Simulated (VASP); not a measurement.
# AlN (P6_3mc) in VASP: a series of runs

Runs on AlN. Level: r2SCAN. Tasks: single point, relaxation of cell and atoms.

Everything below comes from runs of VASP 6.6.1. Logs are shortened: lines on timing, memory, paths and dates and some standing lists are left out, and cuts for length are marked.

### Step 1. The cell of the first run

The structure is hexagonal, space group P6_3mc (No. 186). Conventional cell: a = 3.094 Å, b = 3.094 Å, c = 4.989 Å, α = 90.00°, β = 90.00°, γ = 120.00°. Within 2.5 Å of Al (site symmetry 3m) lie 4 N at 1.88 to 1.90 Å. Within 2.5 Å of N (site symmetry 3m) lie 4 Al at 1.88 to 1.90 Å.

### Step 2. Single point, r2SCAN

POSCAR reads:

```
AlN
1.0
    3.0942954178      0.0000000000      0.0000000000
   -1.5471477089      2.6797384386      0.0000000000
    0.0000000000      0.0000000000      4.9892945589
Al N
2 2
Direct
    0.3333333333      0.6666666667      0.0007263912
    0.6666666667      0.3333333333      0.5007263912
    0.3333333333      0.6666666667      0.3812736088
    0.6666666667      0.3333333333      0.8812736088
```

INCAR.step1 reads:

```
SYSTEM = AlN
PREC = Accurate
ENCUT = 520
ISMEAR = 0
SIGMA = 0.01
LREAL = .FALSE.
LASPH = .TRUE.
NELM = 100
NBANDS = 16
GGA = PE
ALGO = Normal
EDIFF = 1E-4
LWAVE = .TRUE.
LCHARG = .FALSE.
```

INCAR.step2 reads:

```
SYSTEM = AlN
PREC = Accurate
ENCUT = 520
EDIFF = 1E-7
ISMEAR = 0
SIGMA = 0.01
LREAL = .FALSE.
LASPH = .TRUE.
NELM = 100
ALGO = Normal
ISIF = 2
LWAVE = .FALSE.
LCHARG = .FALSE.
METAGGA = R2SCAN
LMIXTAU = .TRUE.
NBANDS = 16
ISTART = 1
```

KPOINTS reads:

```
regular mesh
0
G
  8 8 5
  0 0 0
```

Potentials or basis: VASP PAW PBE potentials, release 64 (Al, N).

The run is started by

```sh
$ cat potpaw_PBE.64/Al/POTCAR potpaw_PBE.64/N/POTCAR > POTCAR
$ cp INCAR.step1 INCAR
$ mpirun -np 1 vasp_std > vasp.out
$ cp INCAR.step2 INCAR
$ mpirun -np 1 vasp_std > vasp.out
```

OUTCAR:

```text
SYSTEM = AlN
   PREC = Accurate
   ENCUT = 520
   EDIFF = 1E-7
   ISMEAR = 0
   LREAL = .FALSE.
   LASPH = .TRUE.
   NELM = 100
   ISIF = 2
   METAGGA = R2SCAN
   ISTART = 1

 ion  position               nearest neighbor table
   1  0.333  0.667  0.001-   4 1.88   4 1.88   4 1.88   3 1.90   2 3.07   2 3.07   2 3.07   2 3.07
                             2 3.07   2 3.07
   2  0.667  0.333  0.501-   3 1.88   3 1.88   3 1.88   4 1.90   1 3.07   1 3.07   1 3.07   1 3.07
                             1 3.07   1 3.07
   3  0.333  0.667  0.381-   2 1.88   2 1.88   2 1.88   1 1.90
   4  0.667  0.333  0.881-   1 1.88   1 1.88   1 1.88   2 1.90

  LATTYP: Found a hexagonal cell.
 ALAT       =     3.0942954178
 C/A-ratio  =     1.6124170078

  Lattice vectors:

 A1 = (   3.0942954178,   0.0000000000,   0.0000000000)
 A2 = (  -1.5471477089,   2.6797384386,   0.0000000000)
 A3 = (   0.0000000000,   0.0000000000,   4.9892945589)

Analysis of symmetry for initial positions (statically):
=====================================================================
 Subroutine PRICEL returns:
 Original cell was already a primitive cell.

 Routine SETGRP: Setting up the symmetry group for a
 hexagonal supercell.

 Subroutine GETGRP returns: Found 12 space group operations
 (whereof  6 operations were pure point group operations)
 out of a pool of 24 trial point group operations.

The static configuration has the point symmetry C_3v.
 The point group associated with its full space group is C_6v.

Analysis of symmetry for dynamics (positions and initial velocities):
=====================================================================
 Subroutine PRICEL returns:
 Original cell was already a primitive cell.

 Routine SETGRP: Setting up the symmetry group for a
 hexagonal supercell.

 Subroutine GETGRP returns: Found 12 space group operations
 (whereof  6 operations were pure point group operations)
 out of a pool of 24 trial point group operations.

The dynamic configuration has the point symmetry C_3v.
 The point group associated with its full space group is C_6v.

 Subroutine INISYM returns: Found 12 space group operations
 (whereof  6 operations are pure point group operations),
 and found     1 'primitive' translations

----------------------------------------------------------------------------------------

                                     Primitive cell

  volume of cell :      41.3707

  direct lattice vectors                    reciprocal lattice vectors
     3.094295418  0.000000000  0.000000000     0.323175348  0.186585374  0.000000000
    -1.547147709  2.679738439  0.000000000     0.000000000  0.373170749  0.000000000
     0.000000000  0.000000000  4.989294559     0.000000000  0.000000000  0.200429136

  length of vectors
     3.094295418  3.094295418  4.989294559     0.373170749  0.373170749  0.200429136

  position of ions in fractional coordinates (direct lattice)
     0.333333333  0.666666667  0.000726391
     0.666666667  0.333333333  0.500726391
     0.333333333  0.666666667  0.381273609
     0.666666667  0.333333333  0.881273609

  ion indices of the primitive-cell ions
   primitive index   ion index
                 1           1
                 2           2
                 3           3
                 4           4

----------------------------------------------------------------------------------------

 KPOINTS: regular mesh

Automatic generation of k-mesh.
 Grid dimensions read from file:
 generate k-points for:    8    8    5

 Generating k-lattice:

  Cartesian coordinates                     Fractional coordinates (reciprocal lattice)
     0.040396919  0.023323172  0.000000000     0.125000000  0.000000000  0.000000000
     0.000000000  0.046646344  0.000000000     0.000000000  0.125000000  0.000000000
     0.000000000  0.000000000  0.040085827     0.000000000  0.000000000  0.200000000

  Length of vectors
     0.046646344  0.046646344  0.040085827

  Shift w.r.t. Gamma in fractional coordinates (k-lattice)
     0.000000000  0.000000000  0.000000000

[... 47 lines left out ...]

 E-fermi :   6.0491     XC(G=0): -11.4432

 val. band max:        5.9344044657   @ k =   0.0000   0.0000   0.0000
 cond. band min:      10.9408988619   @ k =   0.0000   0.0000   0.0000
 fundamental gap:      5.0064943962
 Fermi energy:         6.0490592371

 k-point     1 :       0.0000    0.0000    0.0000
  band No.  band energies     occupation
      1     -10.0416      2.00000
      2      -7.9277      2.00000
      3      -0.1450      2.00000
      4       5.1193      2.00000
      5       5.1193      2.00000
      6       5.7636      2.00000
[... 8 lines left out ...]
     15      20.1954      0.00000
     16      20.1954      0.00000

 k-point     2 :       0.1250    0.0000    0.0000
  band No.  band energies     occupation
      1      -9.8402      2.00000
      2      -7.8150      2.00000
      3       0.0987      2.00000
      4       4.2444      2.00000
      5       4.8706      2.00000
      6       4.9451      2.00000
[... 8 lines left out ...]
     15      19.8619      0.00000
     16      20.0482      0.00000

 k-point     3 :       0.2500    0.0000    0.0000
  band No.  band energies     occupation
      1      -9.2812      2.00000
      2      -7.5491      2.00000
      3       0.7976      2.00000
      4       2.4860      2.00000
      5       3.4791      2.00000
      6       4.3939      2.00000
[... 8 lines left out ...]
     15      19.1616      0.00000
     16      20.3653      0.00000

 k-point     4 :       0.3750    0.0000    0.0000
  band No.  band energies     occupation
      1      -8.5338      2.00000
      2      -7.3528      2.00000
      3       1.0019      2.00000
      4       1.8145      2.00000
      5       2.2327      2.00000
      6       4.0043      2.00000
[... 8 lines left out ...]
     15      19.3078      0.00000
     16      22.1086      0.00000
[... 324 lines left out ...]
 k-point    22 :       0.1250    0.0000    0.4000
  band No.  band energies     occupation
      1      -9.2702      2.00000
      2      -8.6669      2.00000
      3       1.7658      2.00000
      4       3.2288      2.00000
      5       4.6937      2.00000
      6       5.1088      2.00000
[... 8 lines left out ...]
     15      19.1021      0.00000
     16      19.2068      0.00000

 k-point    23 :       0.2500    0.0000    0.4000
  band No.  band energies     occupation
      1      -8.7717      2.00000
      2      -8.2483      2.00000
      3       1.5486      2.00000
      4       2.2515      2.00000
      5       3.8215      2.00000
      6       4.7528      2.00000
[... 8 lines left out ...]
     15      19.5459      0.00000
     16      20.1565      0.00000

 k-point    24 :       0.3750    0.0000    0.4000
  band No.  band energies     occupation
      1      -8.1496      2.00000
      2      -7.7844      2.00000
      3       0.6541      2.00000
      4       1.0529      2.00000
      5       3.8818      2.00000
      6       4.4120      2.00000
[... 8 lines left out ...]
     15      19.5855      0.00000
     16      20.9092      0.00000

 [... further k-points ...]
[... 5 lines left out ...]
  --------------------------------------------------------------------------------------
  -------------------------------------------------------------------------------------
  Total        0.4145507      0.4145507     -0.1013656      0.0000000      0.0000000      0.0000000
  in kB       16.0544326     16.0544326     -3.9256181      0.0000000      0.0000000      0.0000000
  external PRESSURE =       9.3944157 kB  Pullay stress =       0.0000000 kB

 VOLUME and BASIS-vectors are now :
 -----------------------------------------------------------------------------
  energy-cutoff  :      520.00
  volume of cell :       41.37
      direct lattice vectors                 reciprocal lattice vectors
     3.094295418  0.000000000  0.000000000     0.323175348  0.186585374  0.000000000
    -1.547147709  2.679738439  0.000000000     0.000000000  0.373170749  0.000000000
     0.000000000  0.000000000  4.989294559     0.000000000  0.000000000  0.200429136

 POSITION                                       TOTAL-FORCE (eV/Angst)
 -----------------------------------------------------------------------------------
     -0.00000      1.78649      0.00362        -0.000000      0.000000     -0.000732
      1.54715      0.89325      2.49827         0.000000     -0.000000     -0.000732
     -0.00000      1.78649      1.90229        -0.000000      0.000000      0.000732
      1.54715      0.89325      4.39693        -0.000000     -0.000000      0.000732
 -----------------------------------------------------------------------------------
    total drift:                               -0.000000     -0.000000     -0.016822

  FREE ENERGIE OF THE ION-ELECTRON SYSTEM (eV)
  ---------------------------------------------------
  free  energy   TOTEN  =       -38.4545228511 eV

  energy  without entropy=      -38.4545228511  energy(sigma->0) =      -38.45452285
```

Run time: 86 s. Hardware: 1 thread of Intel Xeon Platinum 8175M at 2.50GHz (Skylake/Cascade Lake), shared host; peak memory 0.17 GiB.

What came out:

| Item | Value |
| --- | --- |
| Free energy | -38.4545 eV |
| Pressure | 0.9 GPa |
| Band gap on the k mesh | 5.01 eV |

Stress tensor (GPa, compression positive):
```
 1.61  0.00  0.00
 0.00  1.61  0.00
 0.00  0.00 -0.39
```

Levels at points of the mesh, in eV from the valence-band top:
| k point | band 4 | band 5 | band 6 | band 7 | band 8 | band 9 | band 10 | band 11 | band 12 | band 13 |
| --- | --- | --- | --- | --- | --- | --- | --- | --- | --- | --- |
| (0.00, 0.00, 0.00) | -0.82 | -0.82 | -0.17 | -0.17 | 0.00 | 5.01 | 7.69 | 11.66 | 12.19 | 12.19 |
| (0.50, 0.00, 0.00) | -4.21 | -3.37 | -2.08 | -1.75 | -0.67 | 6.45 | 6.65 | 9.15 | 11.33 | 11.81 |

Caveat: the PAW data sets were made with another functional, which shifts forces and pressure a little.

### Step 3. Single point, r2SCAN

POSCAR reads:

```
AlN
1.0
    3.0942954178      0.0000000000      0.0000000000
   -1.5471477089      2.6797384386      0.0000000000
    0.0000000000      0.0000000000      4.9884695250
Al N
2 2
Direct
    0.3333333333      0.6666666667      0.0001929820
    0.6666666667      0.3333333333      0.5001929820
    0.3333333333      0.6666666667      0.3818070180
    0.6666666667      0.3333333333      0.8818070180
```

INCAR.step1 reads:

```
PREC     = Accurate       # precision mode
ENCUT    = 520            # plane-wave cutoff, eV
ISMEAR   = 0              # smearing method
SIGMA    = 0.01           # smearing width, eV
LREAL    = False          # projectors in reciprocal space
LASPH    = True           # aspherical terms in the spheres
NELM     = 80             # most SCF steps
NBANDS   = 16             # bands
GGA      = PE             # functional
ALGO     = Normal         # electronic algorithm
EDIFF    = 1E-4           # SCF threshold, eV
LWAVE    = True           # write WAVECAR
LCHARG   = False          # write CHGCAR
```

INCAR.step2 reads:

```
PREC     = Accurate       # precision mode
ENCUT    = 520            # plane-wave cutoff, eV
EDIFF    = 1E-6           # SCF threshold, eV
ISMEAR   = 0              # smearing method
SIGMA    = 0.01           # smearing width, eV
LREAL    = False          # projectors in reciprocal space
LASPH    = True           # aspherical terms in the spheres
NELM     = 80             # most SCF steps
ALGO     = Normal         # electronic algorithm
ISIF     = 2              # what is computed and relaxed
LWAVE    = False          # write WAVECAR
LCHARG   = False          # write CHGCAR
METAGGA  = R2SCAN         # meta-GGA
LMIXTAU  = True         
NBANDS   = 16             # bands
ISTART   = 1
```

KPOINTS reads:

```
regular mesh
0
Gamma
  8 8 5
```

Potentials or basis: VASP PAW PBE potentials, release 64 (Al, N).

The run is started by

```sh
$ cat potpaw_PBE.64/Al/POTCAR potpaw_PBE.64/N/POTCAR > POTCAR
$ cp INCAR.step1 INCAR
$ mpirun -np 1 vasp_std > vasp.out
$ cp INCAR.step2 INCAR
$ mpirun -np 1 vasp_std > vasp.out
```

Run time: 83 s. Hardware: 1 thread of Intel Xeon Platinum 8175M at 2.50GHz (Skylake/Cascade Lake), shared host; peak memory 0.16 GiB.

It converged, with:

```yaml
Free_energy: -38.4542 eV
Pressure: 1.0 GPa
Largest_force: 0.068 eV/Å
Band_gap_on_the_k_mesh: 4.99 eV
```

Forces in eV/Å, atoms in the order of the input:
```
Al   0.000  0.000  0.068
Al   0.000  0.000  0.068
N    0.000  0.000 -0.068
N    0.000  0.000 -0.068
```

Stress tensor (GPa, compression positive):
```
 1.85  0.00  0.00
 0.00  1.85  0.00
 0.00  0.00 -0.81
```

Levels at points of the mesh, in eV from the valence-band top:
| k point | band 6 | band 7 | band 8 | band 9 | band 10 | band 11 |
| --- | --- | --- | --- | --- | --- | --- |
| (0.00, 0.00, 0.00) | -0.20 | -0.20 | 0.00 | 4.99 | 7.68 | 11.66 |
| (0.50, 0.00, 0.00) | -2.10 | -1.76 | -0.69 | 6.45 | 6.64 | 9.13 |

Caveat: the PAW data sets were made with another functional, which shifts forces and pressure a little.

### Step 4. Single point, r2SCAN

This run uses another cell than the first one, of 10.40 Å³/atom.

POSCAR reads:

```
AlN
1.0
    3.1067223070      0.0000000000      0.0000000000
   -1.5533611535      2.6905004404      0.0000000000
    0.0000000000      0.0000000000      4.9785125000
Al N
2 2
Direct
    0.3333333333      0.6666666667      0.0001929820
    0.6666666667      0.3333333333      0.5001929820
    0.3333333333      0.6666666667      0.3818070180
    0.6666666667      0.3333333333      0.8818070180
```

INCAR.step1 reads:

```
SYSTEM = AlN
PREC     = Accurate       ! precision mode
ENCUT    = 520            ! plane-wave cutoff, eV
ISMEAR   = 0              ! smearing method
SIGMA    = 0.01           ! smearing width, eV
LREAL    = .FALSE.        ! projectors in reciprocal space
LASPH    = .TRUE.         ! aspherical terms in the spheres
NELM     = 60             ! most SCF steps
NBANDS   = 16             ! bands
GGA      = PE             ! functional
ALGO     = Normal         ! electronic algorithm
EDIFF    = 1E-4           ! SCF threshold, eV
LWAVE    = .TRUE.         ! write WAVECAR
LCHARG   = .FALSE.        ! write CHGCAR
```

INCAR.step2 reads:

```
SYSTEM = AlN
PREC     = Accurate       ! precision mode
ENCUT    = 520            ! plane-wave cutoff, eV
EDIFF    = 1E-6           ! SCF threshold, eV
ISMEAR   = 0              ! smearing method
SIGMA    = 0.01           ! smearing width, eV
LREAL    = .FALSE.        ! projectors in reciprocal space
LASPH    = .TRUE.         ! aspherical terms in the spheres
NELM     = 60             ! most SCF steps
ALGO     = Normal         ! electronic algorithm
ISIF     = 2              ! what is computed and relaxed
LWAVE    = .FALSE.        ! write WAVECAR
LCHARG   = .FALSE.        ! write CHGCAR
METAGGA  = R2SCAN         ! meta-GGA
LMIXTAU  = .TRUE.       
NBANDS   = 16             ! bands
ISTART   = 1
```

KPOINTS reads:

```
regular mesh
0
G
  8 8 5
  0 0 0
```

The run is started by

```sh
$ cat potpaw_PBE.64/Al/POTCAR potpaw_PBE.64/N/POTCAR > POTCAR
$ cp INCAR.step1 INCAR
$ mpirun -np 1 vasp_std > vasp.out
$ cp INCAR.step2 INCAR
$ mpirun -np 1 vasp_std > vasp.out
```

Wall time 58 s (1 thread of Intel Xeon Platinum 8175M at 2.50GHz (Skylake/Cascade Lake), shared host); peak memory 0.16 GiB.

It converged, with:

```
Free energy            : -38.4563 eV
Pressure               : -0.4 GPa
Band gap on the k mesh : 4.92 eV
```

Levels at points of the mesh, in eV from the valence-band top:
```csv
k point,band 4,band 5,band 6,band 7,band 8,band 9,band 10,band 11,band 12,band 13
"(0.00, 0.00, 0.00)",-0.88,-0.88,-0.22,-0.22,0.00,4.92,7.54,11.62,12.04,12.04
"(0.50, 0.00, 0.00)",-4.22,-3.39,-2.14,-1.77,-0.71,6.45,6.56,9.05,11.26,11.72
```

Caveat: the PAW data sets were made with another functional, which shifts forces and pressure a little.

### Step 5. Relaxation of cell and atoms, r2SCAN

This run uses another cell than the first one, of 10.43 Å³/atom.

POSCAR reads:

```
AlN
1.0
    3.1100000000      0.0000000000      0.0000000000
   -1.5550000000      2.6933390058      0.0000000000
    0.0000000000      0.0000000000      4.9800000000
Al N
2 2
Direct
    0.3333333333      0.6666666667      0.0000000000
    0.6666666667      0.3333333333      0.5000000000
    0.3333333333      0.6666666667      0.3820000000
    0.6666666667      0.3333333333      0.8820000000
```

INCAR.step1 reads:

```
  ALGO = Normal
  EDIFF = 1E-4
  ENCUT = 600
  GGA = PE
  ISMEAR = 0
  LASPH = T
  LCHARG = F
  LREAL = F
  LWAVE = T
  NELM = 80
  PREC = Accurate
  SIGMA = 0.01
```

INCAR.step2 reads:

```
  ALGO = Normal
  EDIFF = 1E-6
  EDIFFG = -0.001
  ENCUT = 600
  IBRION = 2
  ISIF = 3
  ISMEAR = 0
  ISTART = 1
  LASPH = T
  LCHARG = F
  LMIXTAU = T
  LREAL = F
  LWAVE = F
  METAGGA = R2SCAN
  NELM = 80
  NSW = 80
  PREC = Accurate
  SIGMA = 0.01
```

KPOINTS reads:

```
k-points
0
Gamma
  8 8 5
```

The run is started by

```sh
$ cat potpaw_PBE.64/Al/POTCAR potpaw_PBE.64/N/POTCAR > POTCAR
$ cp INCAR.step1 INCAR
$ mpirun -np 1 vasp_std > vasp.out
$ cp INCAR.step2 INCAR
$ mpirun -np 1 vasp_std > vasp.out
```

It took 8.4 min on 1 thread of Intel Xeon Platinum 8175M at 2.50GHz (Skylake/Cascade Lake), shared host; peak memory 0.18 GiB.

Results (log left out):

```
Free energy                           : -38.4557 eV
Relaxed volume                        : 10.39 Å³/atom
Relaxed cell                          : a = 3.105 Å, b = 3.105 Å, c = 4.976 Å, α = 90.00°, β = 90.00°, γ = 120.00°
Space group after relaxing (to 0.1 Å) : P6_3mc (No. 186)
Energy gained by relaxing             : 0.1 meV/atom
Ionic steps                           : 11
Pressure after relaxing               : 0.0 GPa
Band gap on the k mesh                : 4.93 eV
```

The path:
```tsv
step	energy change (eV)	largest force (eV/Å)	pressure (GPa)	volume (Å³)
1	0.0000	0.0162	-0.84	41.71
2	0.0000	0.0037	0.85	41.39
3	-0.0004	0.0067	-0.04	41.56
4	-0.0004	0.0060	0.01	41.55
5	-0.0004	0.0063	0.00	41.55
6	-0.0004	0.0016	-0.01	41.55
7	-0.0004	0.0038	-0.02	41.55
8	-0.0004	0.0014	-0.02	41.55
9	-0.0004	0.0009	-0.02	41.55
10	-0.0004	0.0010	0.02	41.55
11	-0.0004	0.0001	0.01	41.55
```

Final structure:
```
CELL_PARAMETERS angstrom
3.10526 0.00000 0.00000
-1.55263 2.68924 0.00000
0.00000 0.00000 4.97553
ATOMIC_POSITIONS crystal
Al 0.33333 0.66667 0.00017
Al 0.66667 0.33333 0.50017
N 0.33333 0.66667 0.38183
N 0.66667 0.33333 0.88183
```

Levels at points of the mesh, in eV from the valence-band top:
```csv
k point,band 6,band 7,band 8,band 9,band 10,band 11
"(0.00, 0.00, 0.00)",-0.23,-0.23,0.00,4.93,7.55,11.63
"(0.50, 0.00, 0.00)",-2.14,-1.77,-0.71,6.45,6.57,9.06
```

Caveat: the PAW data sets were made with another functional, which shifts forces and pressure a little.

### Step 6. The runs side by side

| task | cell | cutoff (eV) | gap on the mesh (eV) | pressure (GPa) |
| --- | --- | --- | --- | --- |
| single point | a = 3.094, b = 3.094, c = 4.989 Å, angles 90.0, 90.0, 120.0°, 4 atoms, atomic positions A | 520 | 5.01 | 0.9 |
| single point | a = 3.094, b = 3.094, c = 4.988 Å, angles 90.0, 90.0, 120.0°, 4 atoms, atomic positions B | 520 | 4.99 | 1.0 |
| single point | a = 3.107, b = 3.107, c = 4.979 Å, angles 90.0, 90.0, 120.0°, 4 atoms, atomic positions B | 520 | 4.92 | -0.4 |
| relaxation of cell and atoms | relaxed from a = 3.110, b = 3.110, c = 4.980 Å, angles 90.0, 90.0, 120.0°, 4 atoms, atomic positions C | 600 | 4.93 | 0.0 |

Alike in all rows: level r2SCAN; potentials or basis VASP PAW PBE potentials, release 64 (Al, N); no spin polarisation; k mesh 8 × 8 × 5; smearing gaussian 0.01 eV.

Caveats: the PAW data sets were made with another functional, which shifts forces and pressure a little.

Absolute energies hang on the potentials; compare differences alone.
